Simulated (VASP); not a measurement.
# Au (Fm-3m) in VASP: a series of runs

Au is run at these levels: PBEsol; tasks: single point.

All numbers are computed with VASP 6.6.1; they aren't measurements. Logs are shortened: lines on timing, memory, paths and dates and some standing lists are left out, and cuts for length are marked.

### Step 1. The cell of the first run

The structure is cubic, space group Fm-3m (No. 225). The conventional cell has a = 4.164 Å, b = 4.164 Å, c = 4.164 Å, α = 90.00°, β = 90.00°, γ = 90.00°. Within 3.9 Å of Au (site symmetry m-3m) lie 12 Au at 2.94 Å.

### Step 2. Single point, PBEsol (volume scaled by 1.06)

INCAR

```
ALGO     = Normal         # electronic algorithm
EDIFF    = 1E-6           # SCF threshold, eV
ENCUT    = 520            # plane-wave cutoff, eV
GGA      = PS             # functional
ISIF     = 2              # what is computed and relaxed
ISMEAR   = 0              # smearing method
LASPH    = True           # aspherical terms in the spheres
LCHARG   = False          # write CHGCAR
LREAL    = False          # projectors in reciprocal space
LWAVE    = False          # write WAVECAR
NBANDS   = 12             # bands
NELM     = 100            # most SCF steps
PREC     = Accurate       # precision mode
SIGMA    = 0.1            # smearing width, eV
```

KPOINTS

```
k-points
0
Gamma
  18 18 18
```

POSCAR

```
Au
1.0
    0.0000000000      2.0819081384      2.0819081384
    2.0819081384      0.0000000000      2.0819081384
    2.0819081384      2.0819081384      0.0000000000
Au
1
Direct
    0.0000000000      0.0000000000      0.0000000000
```

Potentials or basis: VASP PAW PBE potentials, release 64 (Au).

The run is started by

```
$ cat potpaw_PBE.64/Au/POTCAR > POTCAR
$ mpirun -np 1 vasp_std > vasp.out
```

OUTCAR:

```text
EDIFF = 1E-6
   ENCUT = 520
   GGA = PS
   ISIF = 2
   ISMEAR = 0
   LASPH = True
   LREAL = False
   NELM = 100
   PREC = Accurate

 ion  position               nearest neighbor table
   1  0.000  0.000  0.000-

  LATTYP: Found a face centered cubic cell.
 ALAT       =     4.1638162768

  Lattice vectors:

 A1 = (   0.0000000000,   2.0819081384,   2.0819081384)
 A2 = (   2.0819081384,   0.0000000000,   2.0819081384)
 A3 = (   2.0819081384,   2.0819081384,   0.0000000000)

Analysis of symmetry for initial positions (statically):
=====================================================================
 Subroutine PRICEL returns:
 Original cell was already a primitive cell.

 Routine SETGRP: Setting up the symmetry group for a
 face centered cubic supercell.

 Subroutine GETGRP returns: Found 48 space group operations
 (whereof 48 operations were pure point group operations)
 out of a pool of 48 trial point group operations.

The static configuration has the point symmetry O_h .

Analysis of symmetry for dynamics (positions and initial velocities):
=====================================================================
 Subroutine PRICEL returns:
 Original cell was already a primitive cell.

 Routine SETGRP: Setting up the symmetry group for a
 face centered cubic supercell.

 Subroutine GETGRP returns: Found 48 space group operations
 (whereof 48 operations were pure point group operations)
 out of a pool of 48 trial point group operations.

The dynamic configuration has the point symmetry O_h .

 Subroutine INISYM returns: Found 48 space group operations
 (whereof 48 operations are pure point group operations),
 and found     1 'primitive' translations

----------------------------------------------------------------------------------------

                                     Primitive cell

  volume of cell :      18.0474

  direct lattice vectors                    reciprocal lattice vectors
     0.000000000  2.081908138  2.081908138    -0.240164295  0.240164295  0.240164295
     2.081908138  0.000000000  2.081908138     0.240164295 -0.240164295  0.240164295
     2.081908138  2.081908138  0.000000000     0.240164295  0.240164295 -0.240164295

  length of vectors
     2.944262725  2.944262725  2.944262725     0.415976761  0.415976761  0.415976761

  position of ions in fractional coordinates (direct lattice)
     0.000000000  0.000000000  0.000000000

  ion indices of the primitive-cell ions
   primitive index   ion index
                 1           1

----------------------------------------------------------------------------------------

 KPOINTS: k-points

Automatic generation of k-mesh.
 Grid dimensions read from file:
 generate k-points for:   18   18   18

 Generating k-lattice:

  Cartesian coordinates                     Fractional coordinates (reciprocal lattice)
    -0.013342461  0.013342461  0.013342461     0.055555556  0.000000000  0.000000000
     0.013342461 -0.013342461  0.013342461     0.000000000  0.055555556  0.000000000
     0.013342461  0.013342461 -0.013342461     0.000000000  0.000000000  0.055555556

  Length of vectors
     0.023109820  0.023109820  0.023109820

  Shift w.r.t. Gamma in fractional coordinates (k-lattice)
     0.000000000  0.000000000  0.000000000

 Subroutine IBZKPT returns following result:
 ===========================================

 Found    195 irreducible k-points:

 Following reciprocal coordinates:
            Coordinates               Weight
  0.000000  0.000000  0.000000      1.000000
  0.055556  0.000000  0.000000      8.000000
  0.111111  0.000000  0.000000      8.000000
  0.166667  0.000000  0.000000      8.000000
  0.222222  0.000000  0.000000      8.000000
  0.277778  0.000000  0.000000      8.000000
[... 16 lines left out ...]
 -0.277778  0.055556  0.000000     24.000000
 -0.222222  0.055556  0.000000     24.000000
 [... further k-points ...]
   k-points           NKPTS =    195   k-points in BZ     NKDIM =    195   number of bands    NBANDS=     12
   number of dos      NEDOS =    301   number of ions     NIONS =      1
   total plane-waves  NPLWV =  13824
   dimension x,y,z NGX =    24 NGY =   24 NGZ =   24
   dimension x,y,z NGXF=    48 NGYF=   48 NGZF=   48
   ions per type =               1
   NGX,Y,Z   is equivalent  to a cutoff of  13.55, 13.55, 13.55 a.u.
   NGXF,Y,Z  is equivalent  to a cutoff of  27.10, 27.10, 27.10 a.u.
 SYSTEM =  unknown system
   PREC   = accura    normal or accurate (medium, high low for compatibility)
   ISTART =      0    job   : 0-new  1-cont  2-samecut
   ICHARG =      2    charge: 1-file 2-atom 10-const
   ISPIN  =      1    spin polarized calculation?
   LNONCOLLINEAR =      F non collinear calculations
   LSORBIT =      F    spin-orbit coupling
   LASPH  =      T    aspherical Exc in radial PAW
   ENCUT  =  520.0 eV  38.22 Ry    6.18 a.u.   5.47  5.47  5.47*2*pi/ulx,y,z
   NELM   =    100;   NELMIN=  2; NELMDL= -5     # of ELM steps
   EDIFF  = 0.1E-05   stopping-criterion for ELM
   LREAL  =      F    real-space projection
   EDIFFG = 0.1E-04   stopping-criterion for IOM
   NSW    =      0    number of steps for IOM
   IBRION =     -1    ionic relax: 0-MD 1-quasi-New 2-CG
   NFREE  =      0    steps in history (QN), initial steepest desc. (CG)
   ISIF   =      2    stress and relaxation
   ISYM   =      2    0-nonsym 1-usesym 2-fastsym
   POTIM  = 0.5000    time-step for ionic-motion
   TEBEG  =    0.0;   TEEND  =   0.0 temperature during run
   PSTRESS=    0.0 pullay stress
   NELECT =      11.0000    total number of electrons
   NUPDOWN=      -1.0000    fix difference up-down
   EMIN   =  10.00;   EMAX   =-10.00  energy-range for DOS
   EFERMI =   0.00;   METHOD = LEGACY
   ISMEAR =     0;   SIGMA  =   0.10  broadening in eV -4-tet -1-fermi 0-gaus
   EFERMI_NEDOS =   21; number of points for ismear=-14 and -15
   IALGO  =     38    algorithm
   IMIX   =      4    mixing-type and parameters
     AMIX     =   0.40;   BMIX     =  1.00
     AMIX_MAG =   1.60;   BMIX_MAG =  1.00
  volume/ion in A,a.u.               =      18.05       121.79
  Fermi-wavevector in a.u.,A,eV,Ry     =   1.388036  2.623008 26.213594  1.926645
  Thomas-Fermi vector in A             =   2.512201
   LORBIT       =      0    0 simple, 1 ext, 2 COOP (PROOUT), +10 PAW based schemes
   GGA     = PS    functional components
   LHFCALC =     F    Hartree Fock is set to
   AEXX    =    0.0000 exact exchange contribution
   IVDW    =     0    specifies the selected vdW correction
   LEPSILON=     F    determine dielectric tensor
   LRPA    =     F    only Hartree local field effects (RPA)
 non-spin polarized calculation
 Gauss-broadening in eV      SIGMA  =   0.10
  energy-cutoff  :      520.00
  volume of cell :       18.05
 maximum number of plane-waves:       531
 NGX is ok and might be reduce to    24
   NGX = 11   NGY = 11   NGZ = 11

 number of electron      11.0000001 magnetization

 Free energy of the ion-electron system (eV)
  ---------------------------------------------------
  ext. energy  EPLUGINS =         0.00000000
  ---------------------------------------------------
  free energy    TOTEN  =        -3.89476925 eV

  energy without entropy =       -3.89346636  energy(sigma->0) =       -3.89411781

 E-fermi :   8.2905     XC(G=0): -12.5475

 val. band max:        8.2773815618   @ k =   0.5000   0.2778   0.1111
 cond. band min:       8.3157621982   @ k =   0.5000   0.1667   0.0556
 fundamental gap:      0.0383806365
 Fermi energy:         8.2904700873

 k-point     1 :       0.0000    0.0000    0.0000
  band No.  band energies     occupation
      1      -0.9764      2.00000
      2       3.9692      2.00000
      3       3.9692      2.00000
      4       3.9692      2.00000
      5       5.3517      2.00000
      6       5.3517      2.00000
      7      22.9099      0.00000
      8      26.5736      0.00000
      9      26.5736      0.00000
     10      26.5736      0.00000
     11      31.2624      0.00000
     12      35.3254      0.00000

 k-point     2 :       0.0556    0.0000    0.0000
  band No.  band energies     occupation
      1      -0.8739      2.00000
      2       3.9373      2.00000
      3       4.0036      2.00000
      4       4.0036      2.00000
      5       5.3366      2.00000
      6       5.3366      2.00000
      7      23.0208      0.00000
      8      25.8511      0.00000
      9      26.6836      0.00000
     10      26.6836      0.00000
     11      31.8228      0.00000
     12      34.1028      0.00000

 k-point     3 :       0.1111    0.0000    0.0000
  band No.  band energies     occupation
      1      -0.5741      2.00000
      2       3.8563      2.00000
      3       4.0933      2.00000
      4       4.0933      2.00000
      5       5.3059      2.00000
      6       5.3059      2.00000
      7      23.2248      0.00000
      8      24.3979      0.00000
      9      26.9891      0.00000
     10      26.9891      0.00000
     11      31.3917      0.00000
     12      33.4979      0.00000
[... 286 lines left out ...]
 k-point    23 :      -0.2778    0.0556    0.0000
  band No.  band energies     occupation
      1       1.2356      2.00000
      2       4.0127      2.00000
      3       4.2133      2.00000
      4       4.2192      2.00000
      5       5.5270      2.00000
      6       6.0093      2.00000
      7      17.3421      0.00000
      8      23.4448      0.00000
      9      25.6787      0.00000
     10      28.1468      0.00000
     11      29.4938      0.00000
     12      30.8572      0.00000

 k-point    24 :      -0.2222    0.0556    0.0000
  band No.  band energies     occupation
      1       0.7452      2.00000
      2       3.7313      2.00000
      3       4.2519      2.00000
      4       4.2853      2.00000
      5       5.2706      2.00000
      6       5.7068      2.00000
      7      19.5132      0.00000
      8      23.8009      0.00000
      9      26.2865      0.00000
     10      28.7454      0.00000
     11      29.0312      0.00000
     12      30.6104      0.00000

 [... further k-points ...]
[... 5 lines left out ...]
  --------------------------------------------------------------------------------------
  -------------------------------------------------------------------------------------
  Total       -1.0003353     -1.0003353     -1.0003353      0.0000000      0.0000000     -0.0000000
  in kB      -88.8058367    -88.8058367    -88.8058367      0.0000000      0.0000000     -0.0000000
  external PRESSURE =     -88.8058367 kB  Pullay stress =       0.0000000 kB

 VOLUME and BASIS-vectors are now :
 -----------------------------------------------------------------------------
  energy-cutoff  :      520.00
  volume of cell :       18.05
      direct lattice vectors                 reciprocal lattice vectors
     0.000000000  2.081908138  2.081908138    -0.240164295  0.240164295  0.240164295
     2.081908138  0.000000000  2.081908138     0.240164295 -0.240164295  0.240164295
     2.081908138  2.081908138  0.000000000     0.240164295  0.240164295 -0.240164295

 POSITION                                       TOTAL-FORCE (eV/Angst)
 -----------------------------------------------------------------------------------
      0.00000      0.00000      0.00000         0.000000      0.000000     -0.000000
 -----------------------------------------------------------------------------------
    total drift:                               -0.000000     -0.000000      0.000000

  FREE ENERGIE OF THE ION-ELECTRON SYSTEM (eV)
  ---------------------------------------------------
  free  energy   TOTEN  =        -3.8947692545 eV

  energy  without entropy=       -3.8934663564  energy(sigma->0) =       -3.89411781
```

It took 85 s on 1 thread of AMD EPYC 7R13, shared host; peak memory 0.14 GiB.

What came out:

```yaml
Free_energy: -3.8948 eV
Pressure: -8.9 GPa
```

Caveat: the PAW data sets were made with another functional, which shifts forces and pressure a little; spin-orbit coupling is left out, which moves the levels of the heavy elements.

(Part 1 of 2 ends here.)
